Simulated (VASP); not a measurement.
Write the native input for VASP 6.6.1 that does the following.

| Property | Result |
| --- | --- |
| Task | relaxation of cell and atoms |
| Functional | PBEsol |
| Potentials or basis | VASP PAW PBE potentials, release 64 (Hf_pv, Ta_pv, N) |
| Cutoff | 600 eV |
| k mesh | 9 × 9 × 9 |
| Occupations | gaussian, width 0.05 eV |
| Spin | no spin polarisation |
| Dipole correction | no |
| Further INCAR settings | ALGO = Normal; EDIFF = 1e-06; IBRION = 2; EDIFFG = -0.01; NSW = 80; ISIF = 3 |

The structure of HfTaN2 lies in POSCAR:

```
HfTaN2
1.0
    1.5863159900      0.9158599600      5.1343890900
   -1.5863159900      0.9158599600      5.1343890900
    0.0000000000     -1.8317199200      5.1343890900
Hf Ta N
1 1 2
Direct
    0.0000000000      0.0000000000      0.0000000000
    0.5000000000      0.5000000000      0.5000000000
    0.2502980000      0.2502980000      0.2502980000
    0.7497020000      0.7497020000      0.7497020000
```

The input as run:

INCAR

```
SYSTEM = HfTaN2
PREC = Accurate
ENCUT = 600
EDIFF = 1E-6
ISMEAR = 0
SIGMA = 0.05
LREAL = .FALSE.
LASPH = .TRUE.
NELM = 60
ALGO = Normal
ISIF = 3
LWAVE = .FALSE.
LCHARG = .FALSE.
GGA = PS
IBRION = 2
NSW = 80
EDIFFG = -0.01
```

KPOINTS

```
Automatic mesh
0
G
  9 9 9
  0 0 0
```

Potentials or basis: VASP PAW PBE potentials, release 64 (Hf_pv, Ta_pv, N).

The run is started by

```bash
$ cat potpaw_PBE.64/Hf_pv/POTCAR potpaw_PBE.64/Ta_pv/POTCAR potpaw_PBE.64/N/POTCAR > POTCAR
$ mpirun -np 1 vasp_std > vasp.out
```

Results of the run:

```yaml
Relaxed_volume: 10.87 Å³/atom
Relaxed_cell: a = 5.417 Å, b = 5.417 Å, c = 5.417 Å, α = 33.64°, β = 33.64°, γ = 33.64°
Space_group_after_relaxing_to_0.05_Å: R-3m (No. 166)
Energy_gained_by_relaxing: 9.7 meV/atom
Ionic_steps: 10
Pressure_after_relaxing: 0.0 GPa
Largest_force_after_relaxing: 0.003 eV/Å
```

Caveat: the PAW data sets were made with another functional, which shifts forces and pressure a little.

Run time: 22 min on 1 thread of Intel(R) Xeon(R) Platinum 8375C CPU @ 2.90GHz (Ice Lake), with other jobs on the host, peak memory 0.41 GiB.
